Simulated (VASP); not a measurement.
The system is TaRe.

```
Ta Re
1.0
     1.56536   -2.24490    0.00000
     1.56536    2.24490    0.00000
     0.00000    0.00000    4.35786
Ta Re
1 1
Direct
  0.50000 0.50000 0.50000
  0.00000 0.00000 0.00000
```

Base run:

```yaml
Program: VASP 6.6.1
Functional: LDA
Potentials_or_basis: VASP PAW LDA potentials, release 64 (Ta_sv_GW, Re_sv_GW)
Cutoff: 500 eV
k_mesh: 8 × 8 × 5
Occupations: gaussian, width 0.05 eV
Spin: no spin polarisation
```

Its results: band gap on the k mesh zero (band 14 reaches 15.32 eV, above the bottom of band 15 at 12.00 eV); pressure 5.7 GPa.

**Question.** The run is repeated on the same cell with these changes: potentials or basis from VASP PAW LDA potentials, release 64 (Ta_sv_GW, Re_sv_GW) to VASP PAW LDA potentials, release 64 (Ta_pv, Re); cutoff from 500 eV to 520 eV; further incar settings from ALGO = Normal; EDIFF = 1e-06; NBANDS = 21 to ALGO = Normal; EDIFF = 1e-06; NBANDS = 16; valence electrons from 28 to 18. What comes out?

**Answer.** Band gap on the k mesh zero (band 9 reaches 10.12 eV, above the bottom of band 10 at 6.81 eV); pressure 7.7 GPa.

Caveats: spin-orbit coupling is left out, which moves the levels of the heavy elements.
